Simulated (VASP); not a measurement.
Wanted: the native input for a VASP 6.6.1 run.

- Task: single point
- Functional: LDA
- Potentials or basis: VASP PAW LDA potentials, release 64 (Tl_d, Cl)
- Cutoff: 500 eV
- k mesh: 6 × 6 × 6
- Occupations: gaussian, width 0.01 eV
- Spin: no spin polarisation
- Dipole correction: no
- Further INCAR settings: ALGO = Normal; EDIFF = 1e-06; NBANDS = 17

The structure of TlCl lies in POSCAR:

```
TlCl
1.0
    3.6938912584      0.0000000000      0.0000000000
    0.0000000000      3.6938912584      0.0000000000
    0.0000000000      0.0000000000      3.6938912584
Tl Cl
1 1
Direct
    0.0000000000      0.0000000000      0.0000000000
    0.5000000000      0.5000000000      0.5000000000
```

One way to write it, as run:

INCAR

```
PREC = Accurate
ENCUT = 500
EDIFF = 1E-6
ISMEAR = 0
SIGMA = 0.01
LREAL = False
LASPH = True
NELM = 120
ALGO = Normal
ISIF = 2
LWAVE = False
LCHARG = True
GGA = CA
LELF = True
LVHAR = True
NBANDS = 17
GGA_COMPAT = False
```

KPOINTS

```
Automatic mesh
0
Gamma
  6 6 6
```

Potentials or basis: VASP PAW LDA potentials, release 64 (Tl_d, Cl).

Command:

```bash
$ cat potpaw_LDA.64/Tl_d/POTCAR potpaw_LDA.64/Cl/POTCAR > POTCAR
$ mpirun -np 1 vasp_std > vasp.out
```

Results of the run:

The pressure is 0.0 GPa and the band gap on the k mesh is 1.54 eV.

Caveat: spin-orbit coupling is left out, which moves the levels of the heavy elements.

Run time: 6.7 s on 1 thread of Intel(R) Xeon(R) 6975P-C (Granite Rapids), with other jobs on the host, peak memory 0.14 GiB.
